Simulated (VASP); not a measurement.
# Sb (P6_3/mmc) in VASP: a series of runs

The runs below take Sb through relaxation of cell and atoms, with r2SCAN.

All numbers are computed with VASP 6.6.1; they aren't measurements. Logs are shortened: lines on timing, memory, paths and dates and some standing lists are left out, and cuts for length are marked.

### Step 1. The cell of the first run

Symmetry: P6_3/mmc, No. 194, hexagonal system. Conventional cell: a = 3.348 Å, b = 3.348 Å, c = 5.528 Å, α = 90.00°, β = 90.00°, γ = 120.00°. Sb (site symmetry -6m2) has 12 Sb at 3.35 to 3.37 Å within 4.4 Å.

### Step 2. Relaxation of cell and atoms, r2SCAN, target pressure 1 GPa, at which the enthalpy is minimised

Input file POSCAR:

```
Sb
1.0
    3.3475283468      0.0000000000      0.0000000000
   -1.6737641734      2.8990445882      0.0000000000
    0.0000000000      0.0000000000      5.5284470102
Sb
2
Direct
    0.3333333333      0.6666666667      0.2500000000
    0.6666666667      0.3333333333      0.7500000000
```

Input file INCAR.step1:

```
SYSTEM = Sb
  PREC = Accurate
  ENCUT = 600
  ISMEAR = 0
  SIGMA = 0.1
  LREAL = .False.
  LASPH = .True.
  NELM = 100
  GGA = PE
  ALGO = Normal
  EDIFF = 1E-4
  LWAVE = .True.
  LCHARG = .False.
```

Input file INCAR.step2:

```
SYSTEM = Sb
  PREC = Accurate
  ENCUT = 600
  EDIFF = 1E-7
  ISMEAR = 0
  SIGMA = 0.1
  LREAL = .False.
  LASPH = .True.
  NELM = 100
  ALGO = Normal
  ISIF = 3
  LWAVE = .False.
  LCHARG = .False.
  METAGGA = R2SCAN
  LMIXTAU = .True.
  IBRION = 2
  NSW = 70
  EDIFFG = -0.008
  PSTRESS = 10.0
  ISTART = 1
```

Input file KPOINTS:

```
regular mesh
0
Gamma
  12 12 8
  0 0 0
```

Potentials or basis: VASP PAW PBE potentials, release 64 (Sb).

Started as:

```
$ cat potpaw_PBE.64/Sb/POTCAR > POTCAR
$ cp INCAR.step1 INCAR
$ mpirun -np 1 vasp_std > vasp.out
$ cp INCAR.step2 INCAR
$ mpirun -np 1 vasp_std > vasp.out
```

OUTCAR:

```text
SYSTEM = Sb
   PREC = Accurate
   ENCUT = 600
   EDIFF = 1E-7
   ISMEAR = 0
   LREAL = .False.
   LASPH = .True.
   NELM = 100
   ISIF = 3
   METAGGA = R2SCAN
   IBRION = 2
   NSW = 70
   EDIFFG = -0.008
   PSTRESS = 10.0
   ISTART = 1

 ion  position               nearest neighbor table
   1  0.333  0.667  0.250-   2 3.37   2 3.37   2 3.37   2 3.37   2 3.37   2 3.37
   2  0.667  0.333  0.750-   1 3.37   1 3.37   1 3.37   1 3.37   1 3.37   1 3.37

  LATTYP: Found a hexagonal cell.
 ALAT       =     3.3475283468
 C/A-ratio  =     1.6515011786

  Lattice vectors:

 A1 = (   3.3475283468,   0.0000000000,   0.0000000000)
 A2 = (  -1.6737641734,   2.8990445882,   0.0000000000)
 A3 = (   0.0000000000,   0.0000000000,   5.5284470102)

Analysis of symmetry for initial positions (statically):
=====================================================================
 Subroutine PRICEL returns:
 Original cell was already a primitive cell.

 Routine SETGRP: Setting up the symmetry group for a
 hexagonal supercell.

 Subroutine GETGRP returns: Found 24 space group operations
 (whereof 12 operations were pure point group operations)
 out of a pool of 24 trial point group operations.

The static configuration has the point symmetry D_3d.
 The point group associated with its full space group is D_6h.

Analysis of symmetry for dynamics (positions and initial velocities):
=====================================================================
 Subroutine PRICEL returns:
 Original cell was already a primitive cell.

 Routine SETGRP: Setting up the symmetry group for a
 hexagonal supercell.

 Subroutine GETGRP returns: Found 24 space group operations
 (whereof 12 operations were pure point group operations)
 out of a pool of 24 trial point group operations.

The dynamic configuration has the point symmetry D_3d.
 The point group associated with its full space group is D_6h.

 Subroutine INISYM returns: Found 24 space group operations
 (whereof 12 operations are pure point group operations),
 and found     1 'primitive' translations

----------------------------------------------------------------------------------------

                                     Primitive cell

  volume of cell :      53.6516

  direct lattice vectors                    reciprocal lattice vectors
     3.347528347  0.000000000  0.000000000     0.298727866  0.172470614  0.000000000
    -1.673764173  2.899044588  0.000000000     0.000000000  0.344941228  0.000000000
     0.000000000  0.000000000  5.528447010     0.000000000  0.000000000  0.180882624

  length of vectors
     3.347528347  3.347528347  5.528447010     0.344941228  0.344941228  0.180882624

  position of ions in fractional coordinates (direct lattice)
     0.333333333  0.666666667  0.250000000
     0.666666667  0.333333333  0.750000000

  ion indices of the primitive-cell ions
   primitive index   ion index
                 1           1
                 2           2

----------------------------------------------------------------------------------------

 KPOINTS: regular mesh

Automatic generation of k-mesh.
 Grid dimensions read from file:
 generate k-points for:   12   12    8

 Generating k-lattice:

  Cartesian coordinates                     Fractional coordinates (reciprocal lattice)
     0.024893989  0.014372551  0.000000000     0.083333333 -0.000000000  0.000000000
     0.000000000  0.028745102  0.000000000     0.000000000  0.083333333  0.000000000
     0.000000000  0.000000000  0.022610328     0.000000000  0.000000000  0.125000000

  Length of vectors
     0.028745102  0.028745102  0.022610328

  Shift w.r.t. Gamma in fractional coordinates (k-lattice)
     0.000000000  0.000000000  0.000000000

 Subroutine IBZKPT returns following result:
 ===========================================

 Found     95 irreducible k-points:

 Following reciprocal coordinates:
            Coordinates               Weight
  0.000000  0.000000  0.000000      1.000000
  0.083333  0.000000  0.000000      6.000000
  0.166667  0.000000  0.000000      6.000000
  0.250000 -0.000000  0.000000      6.000000
  0.333333  0.000000  0.000000      6.000000
  0.416667  0.000000  0.000000      6.000000
[... 16 lines left out ...]
  0.250000 -0.000000  0.125000     12.000000
  0.333333  0.000000  0.125000     12.000000
 [... further k-points ...]
   k-points           NKPTS =     95   k-points in BZ     NKDIM =     95   number of bands    NBANDS=      9
   number of dos      NEDOS =    301   number of ions     NIONS =      2
   total plane-waves  NPLWV =  37632
   dimension x,y,z NGX =    28 NGY =   28 NGZ =   48
   dimension x,y,z NGXF=    56 NGYF=   56 NGZF=   96
   ions per type =               2
   NGX,Y,Z   is equivalent  to a cutoff of  13.91, 13.91, 14.43 a.u.
   NGXF,Y,Z  is equivalent  to a cutoff of  27.81, 27.81, 28.87 a.u.
 SYSTEM =  Sb
   PREC   = accura    normal or accurate (medium, high low for compatibility)
   ISTART =      1    job   : 0-new  1-cont  2-samecut
   ICHARG =      0    charge: 1-file 2-atom 10-const
   ISPIN  =      1    spin polarized calculation?
   LNONCOLLINEAR =      F non collinear calculations
   LSORBIT =      F    spin-orbit coupling
   LASPH  =      T    aspherical Exc in radial PAW
   ENCUT  =  600.0 eV  44.10 Ry    6.64 a.u.   6.69  6.69 11.04*2*pi/ulx,y,z
   NELM   =    100;   NELMIN=  2; NELMDL=  0     # of ELM steps
   EDIFF  = 0.1E-06   stopping-criterion for ELM
   LREAL  =      F    real-space projection
   EDIFFG = -.8E-02   stopping-criterion for IOM
   NSW    =     70    number of steps for IOM
   IBRION =      2    ionic relax: 0-MD 1-quasi-New 2-CG
   NFREE  =      1    steps in history (QN), initial steepest desc. (CG)
   ISIF   =      3    stress and relaxation
   ISYM   =      2    0-nonsym 1-usesym 2-fastsym
   POTIM  = 0.5000    time-step for ionic-motion
   TEBEG  =    0.0;   TEEND  =   0.0 temperature during run
   PSTRESS=   10.0 pullay stress
   NELECT =      10.0000    total number of electrons
   NUPDOWN=      -1.0000    fix difference up-down
   EMIN   =  10.00;   EMAX   =-10.00  energy-range for DOS
   EFERMI =   0.00;   METHOD = LEGACY
   ISMEAR =     0;   SIGMA  =   0.10  broadening in eV -4-tet -1-fermi 0-gaus
   EFERMI_NEDOS =   21; number of points for ismear=-14 and -15
   IALGO  =     38    algorithm
   IMIX   =      4    mixing-type and parameters
     AMIX     =   0.40;   BMIX     =  1.00
     AMIX_MAG =   1.60;   BMIX_MAG =  1.00
  volume/ion in A,a.u.               =      26.83       181.03
  Fermi-wavevector in a.u.,A,eV,Ry     =   0.935149  1.767175 11.898340  0.874503
  Thomas-Fermi vector in A             =   2.062027
   LORBIT       =      0    0 simple, 1 ext, 2 COOP (PROOUT), +10 PAW based schemes
   METAGGA = R2SCAN    functional components
   LHFCALC =     F    Hartree Fock is set to
   AEXX    =    0.0000 exact exchange contribution
   IVDW    =     0    specifies the selected vdW correction
   LEPSILON=     F    determine dielectric tensor
   LRPA    =     F    only Hartree local field effects (RPA)
 conjugate gradient relaxation of ions
 non-spin polarized calculation
 Gauss-broadening in eV      SIGMA  =   0.10
  energy-cutoff  :      600.00
  volume of cell :       53.65
 maximum number of plane-waves:      1816
 NGX is ok and might be reduce to    28
   NGX = 13   NGY = 13   NGZ = 23

--------------------------------------- Ionic step        1  -------------------------------------------

 number of electron       9.9999999 magnetization

 Free energy of the ion-electron system (eV)
  ---------------------------------------------------
  ext. energy  EPLUGINS =         0.00000000
  ---------------------------------------------------
  free energy    TOTEN  =       -50.57590175 eV

  energy without entropy =      -50.57102042  energy(sigma->0) =      -50.57346109

------------------------ aborting loop because EDIFF is reached ----------------------------------------

  FORCE on cell =-STRESS in cart. coord.  units (eV):
  Direction    XX          YY          ZZ          XY          YZ          ZX
  --------------------------------------------------------------------------------------
  -------------------------------------------------------------------------------------
  Total        0.1926670      0.1926670      0.1623498      0.0000000      0.0000000      0.0000000
  in kB        5.7535458      5.7535458      4.8481958      0.0000000      0.0000000      0.0000000
  external PRESSURE =      -4.5482375 kB  Pullay stress =      10.0000000 kB
[... 137 lines left out ...]
  enthalpy is  TOTEN    =       -50.2415648826 eV   P V=        0.3326409739

--------------------------------------- Ionic step        5  -------------------------------------------

 number of electron       9.9999999 magnetization

 Free energy of the ion-electron system (eV)
  ---------------------------------------------------
  ext. energy  EPLUGINS =         0.00000000
  ---------------------------------------------------
  free energy    TOTEN  =       -50.57420883 eV

  energy without entropy =      -50.56934720  energy(sigma->0) =      -50.57177801

 E-fermi :   8.6368     XC(G=0): -10.8745

 val. band max:        8.6047365759   @ k =   0.3333   0.2500   0.0000
 cond. band min:       8.6492823179   @ k =   0.1667   0.0833   0.3750
 fundamental gap:      0.0445457420
 Fermi energy:         8.6367820016

 k-point     1 :       0.0000    0.0000    0.0000
  band No.  band energies     occupation
      1      -5.0597      2.00000
      2      -1.0791      2.00000
      3       2.3698      2.00000
      4      12.5310      0.00000
      5      12.5310      0.00000
      6      14.2433      0.00000
      7      14.2613      0.00000
      8      14.2613      0.00000
      9      17.0769      0.00000
[... 265 lines left out ...]
 k-point    24 :       0.3333    0.0000    0.1250
  band No.  band energies     occupation
      1      -2.9115      2.00000
      2       0.2592      2.00000
      3       4.3575      2.00000
      4       5.3921      2.00000
      5       7.6181      2.00000
      6       9.6964      0.00000
      7      11.1648      0.00000
      8      12.7494      0.00000
      9      14.1169      0.00000

 [... further k-points ...]
[... 5 lines left out ...]
  --------------------------------------------------------------------------------------
  -------------------------------------------------------------------------------------
  Total        0.3353345      0.3353345      0.3256069      0.0000000      0.0000000      0.0000000
  in kB       10.0811223     10.0811223      9.7886815      0.0000000      0.0000000      0.0000000
  external PRESSURE =      -0.0163580 kB  Pullay stress =      10.0000000 kB
[... 17 lines left out ...]
  FREE ENERGIE OF THE ION-ELECTRON SYSTEM (eV)
  ---------------------------------------------------
  free  energy   TOTEN  =       -50.5742088270 eV

  energy  without entropy=      -50.5693471965  energy(sigma->0) =      -50.57177801

  enthalpy is  TOTEN    =       -50.2415727166 eV   P V=        0.3326361105

 reached required accuracy - stopping structural energy minimisation
```

It took 4 min on 1 thread of Intel Xeon 6975P-C (Granite Rapids), shared host; peak memory 0.23 GiB.

What came out:

```yaml
Free_energy: -50.5742 eV
Relaxed_volume: 26.65 Å³/atom
Relaxed_cell: a = 3.341 Å, b = 3.341 Å, c = 5.512 Å, α = 90.00°, β = 90.00°, γ = 120.00°
Space_group_after_relaxing_to_0.05_Å: P6_3/mmc (No. 194)
Energy_change_on_relaxing_the_enthalpy_is_what_falls: +0.8 meV/atom
Ionic_steps: 5
Pressure_after_relaxing: 1.0 GPa
Band_gap_on_the_k_mesh: zero (band 5 reaches 13.39 eV, above the bottom of band 6 at 5.14 eV)
```

The path:
```tsv
step	energy change (eV)	largest force (eV/Å)	pressure (GPa)	volume (Å³)
1	0.0000	0.0000	0.55	53.65
2	0.0034	0.0000	1.31	53.06
3	0.0017	0.0000	1.01	53.29
4	0.0017	0.0000	1.00	53.29
5	0.0017	0.0000	1.00	53.29
```

Final structure:
```yaml
crystal:
  lattice:
    - [3.34143, 0.00000, 0.00000]
    - [-1.67072, 2.89377, 0.00000]
    - [0.00000, 0.00000, 5.51167]
  atoms:
    - { symbol: Sb, position: [0.33333, 0.66667, 0.25000] }
    - { symbol: Sb, position: [0.66667, 0.33333, 0.75000] }
```

Levels at points of the mesh, in eV from the Fermi level:
```csv
k point,band 1,band 2,band 3,band 4,band 5,band 6,band 7,band 8,band 9
"(0.00, 0.00, 0.00)",-13.70,-9.72,-6.27,3.89,3.89,5.61,5.62,5.62,8.44
"(0.50, 0.00, 0.00)",-9.80,-8.42,-4.62,-3.43,-2.50,-0.14,0.42,3.84,4.82
"(0.00, 0.00, 0.50)",-12.41,-12.41,-0.98,-0.98,4.75,4.75,4.75,4.75,9.37
"(0.50, 0.00, 0.50)",-8.85,-8.85,-5.74,-5.74,1.71,1.71,1.80,1.80,6.28
```

Caveat: the cell is relaxed towards a set pressure, so the enthalpy falls and the energy may rise; the PAW data sets were made with another functional, which shifts forces and pressure a little; spin-orbit coupling is left out, which moves the levels of the heavy elements.

### Step 3. Relaxation of cell and atoms, r2SCAN, target pressure -1 GPa, at which the enthalpy is minimised

This run uses another cell than the first one, of 27.36 Å³/atom, 1.020 times its volume.

Input file POSCAR:

```
Sb
1.0
    3.3694791040      0.0000000000      0.0000000000
   -1.6847395520      2.9180545016      0.0000000000
    0.0000000000      0.0000000000      5.5646987116
Sb
2
Direct
    0.3333333333      0.6666666667      0.2500000000
    0.6666666667      0.3333333333      0.7500000000
```

Edit INCAR.step1 of step 2 so:

```diff
@@ -7,3 +7,3 @@
   LASPH = .True.
-  NELM = 100
+  NELM = 60
   GGA = PE
```

Edit INCAR.step2 of step 2 so:

```diff
@@ -3,3 +3,3 @@
   ENCUT = 600
-  EDIFF = 1E-7
+  EDIFF = 1E-6
   ISMEAR = 0
@@ -8,3 +8,3 @@
   LASPH = .True.
-  NELM = 100
+  NELM = 60
   ALGO = Normal
@@ -18,3 +18,3 @@
   EDIFFG = -0.008
-  PSTRESS = 10.0
+  PSTRESS = -10.0
   ISTART = 1
```

Input file KPOINTS:

```
Automatic mesh
0
Gamma
  12 12 8
  0 0 0
```

Potentials or basis: VASP PAW PBE potentials, release 64 (Sb).

Started as:

```
$ cat potpaw_PBE.64/Sb/POTCAR > POTCAR
$ cp INCAR.step1 INCAR
$ mpirun -np 1 vasp_std > vasp.out
$ cp INCAR.step2 INCAR
$ mpirun -np 1 vasp_std > vasp.out
```

Wall time 3.3 min (1 thread of Intel Xeon 6975P-C (Granite Rapids), shared host); peak memory 0.24 GiB.

Results (log left out):

- Free energy: -50.5738 eV
- Relaxed volume: 27.49 Å³/atom
- Relaxed cell: a = 3.375 Å, b = 3.375 Å, c = 5.575 Å, α = 90.00°, β = 90.00°, γ = 120.00°
- Space group after relaxing (to 0.05 Å): P6_3/mmc (No. 194)
- Energy change on relaxing (the enthalpy is what falls): +0.7 meV/atom
- Ionic steps: 5
- Pressure after relaxing: -1.0 GPa
- Band gap on the k mesh: zero (band 5 reaches 12.79 eV, above the bottom of band 6 at 4.86 eV)

Step by step:
```csv
step,energy change (eV),largest force (eV/Å),pressure (GPa),volume (Å³)
1,0.0000,0.0000,-0.71,54.71
2,0.0023,0.0000,-1.15,55.10
3,0.0013,0.0000,-0.99,54.96
4,0.0014,0.0000,-1.00,54.97
5,0.0015,0.0000,-1.01,54.98
```

Final structure:
```
Sb
1.0
     3.37464    0.00000    0.00000
    -1.68732    2.92253    0.00000
     0.00000    0.00000    5.57515
Sb
2
Cartesian
  0.0000 1.9484 1.3938
  1.6873 0.9742 4.1814
```

Levels at points of the mesh, in eV from the Fermi level:
```csv
k point,band 3,band 4,band 5,band 6,band 7,band 8
"(0.00, 0.00, 0.00)",-6.07,3.74,3.74,5.32,5.39,5.39
"(0.50, 0.00, 0.00)",-4.58,-3.36,-2.41,-0.10,0.41,3.66
"(0.00, 0.00, 0.50)",-1.01,-1.01,4.55,4.55,4.55,4.55
"(0.50, 0.00, 0.50)",-5.56,-5.56,1.65,1.65,1.68,1.68
```

Caveat: the cell is relaxed towards a set pressure, so the enthalpy falls and the energy may rise; the PAW data sets were made with another functional, which shifts forces and pressure a little; spin-orbit coupling is left out, which moves the levels of the heavy elements.

### Step 4. Relaxation of cell and atoms, r2SCAN, target pressure 25 GPa, at which the enthalpy is minimised

This run uses another cell than the first one, of 21.79 Å³/atom, 0.812 times its volume.

Input file POSCAR:

```
Sb
1.0
    3.1348558780      0.0000000000      0.0000000000
   -1.5674279390      2.7148648276      0.0000000000
    0.0000000000      0.0000000000      5.1206732839
Sb
2
Direct
    0.3333333333      0.6666666667      0.2500000000
    0.6666666667      0.3333333333      0.7500000000
```

Input file INCAR.step1:

```
  PREC = Accurate
  ENCUT = 600
  ISMEAR = 0
  SIGMA = 0.1
  LREAL = False
  LASPH = True
  NELM = 80
  GGA = PE
  ALGO = Normal
  EDIFF = 1E-4
  LWAVE = True
  LCHARG = False
```

Input file INCAR.step2:

```
  PREC = Accurate
  ENCUT = 600
  EDIFF = 1E-6
  ISMEAR = 0
  SIGMA = 0.1
  LREAL = False
  LASPH = True
  NELM = 80
  ALGO = Normal
  ISIF = 3
  LWAVE = False
  LCHARG = False
  METAGGA = R2SCAN
  LMIXTAU = True
  IBRION = 2
  NSW = 70
  EDIFFG = -0.008
  PSTRESS = 250.0
  ISTART = 1
```

Input file KPOINTS:

```
Automatic mesh
0
Gamma
  18 18 8
```

Started as:

```
$ cat potpaw_PBE.64/Sb/POTCAR > POTCAR
$ cp INCAR.step1 INCAR
$ mpirun -np 1 vasp_std > vasp.out
$ cp INCAR.step2 INCAR
$ mpirun -np 1 vasp_std > vasp.out
```

Run time: 20 min. Hardware: 1 thread of Oxide Virtual Turin-like, shared host; peak memory 0.22 GiB.

It converged, with:

- Free energy: -49.8694 eV
- Relaxed volume: 21.45 Å³/atom
- Relaxed cell: a = 3.118 Å, b = 3.118 Å, c = 5.096 Å, α = 90.00°, β = 90.00°, γ = 120.00°
- Space group after relaxing (to 0.05 Å): P6_3/mmc (No. 194)
- Energy change on relaxing (the enthalpy is what falls): +50.8 meV/atom
- Ionic steps: 3
- Pressure after relaxing: 25.0 GPa
- Band gap on the k mesh: zero (band 5 reaches 17.98 eV, above the bottom of band 6 at 7.30 eV)

Stress tensor (GPa, compression positive):
```
24.96  0.00  0.00
 0.00 24.96  0.00
 0.00  0.00 25.04
```

Step by step:
```tsv
step	energy change (eV)	largest force (eV/Å)	pressure (GPa)	volume (Å³)
1	0.0000	0.0000	22.45	43.58
2	0.3571	0.0000	31.05	41.43
3	0.1016	0.0000	24.99	42.89
```

Final structure:
```cif
data_structure
_symmetry_space_group_name_H-M 'P 1'
_symmetry_Int_Tables_number 1
_cell_length_a 3.1176
_cell_length_b 3.1176
_cell_length_c 5.0959
_cell_angle_alpha 90.000
_cell_angle_beta 90.000
_cell_angle_gamma 120.000
_cell_volume 42.89
loop_
_atom_site_label
_atom_site_type_symbol
_atom_site_fract_x
_atom_site_fract_y
_atom_site_fract_z
_atom_site_occupancy
Sb1 Sb 0.33333 0.66667 0.25000 1
Sb2 Sb 0.66667 0.33333 0.75000 1
```

Levels at points of the mesh, in eV from the Fermi level:
| k point | band 1 | band 2 | band 3 | band 4 | band 5 | band 6 | band 7 | band 8 | band 9 |
| --- | --- | --- | --- | --- | --- | --- | --- | --- | --- |
| (0.00, 0.00, 0.00) | -15.77 | -10.27 | -7.91 | 4.95 | 4.95 | 7.17 | 7.17 | 7.68 | 9.31 |
| (0.50, 0.00, 0.00) | -10.72 | -9.31 | -4.75 | -3.97 | -3.27 | -0.60 | 0.35 | 4.76 | 5.05 |
| (0.00, 0.00, 0.50) | -14.16 | -14.16 | -0.85 | -0.85 | 6.13 | 6.13 | 6.13 | 6.13 | 9.99 |
| (0.50, 0.00, 0.50) | -9.30 | -9.30 | -7.23 | -7.23 | 2.05 | 2.05 | 2.60 | 2.60 | 6.29 |

Caveat: the cell is relaxed towards a set pressure, so the enthalpy falls and the energy may rise; the PAW data sets were made with another functional, which shifts forces and pressure a little; spin-orbit coupling is left out, which moves the levels of the heavy elements.

### Step 5. The runs side by side

```csv
cell,k mesh,gap on the mesh (eV),pressure (GPa)
"relaxed to 1 GPa from a = 3.348, b = 3.348, c = 5.528 Å, angles 90.0, 90.0, 120.0°, 2 atoms",12 × 12 × 8,none,1.0
"relaxed to -1 GPa from a = 3.369, b = 3.369, c = 5.565 Å, angles 90.0, 90.0, 120.0°, 2 atoms",12 × 12 × 8,none,-1.0
"relaxed to 25 GPa from a = 3.135, b = 3.135, c = 5.121 Å, angles 90.0, 90.0, 120.0°, 2 atoms",18 × 18 × 8,none,25.0
```

Alike in all rows: task relaxation of cell and atoms; level r2SCAN; potentials or basis VASP PAW PBE potentials, release 64 (Sb); no spin polarisation; cutoff (eV) 600; smearing gaussian 0.1 eV.

Caveats: the cell is relaxed towards a set pressure, so the enthalpy falls and the energy may rise; the PAW data sets were made with another functional, which shifts forces and pressure a little; spin-orbit coupling is left out, which moves the levels of the heavy elements.

Absolute energies hang on the potentials; compare differences alone.
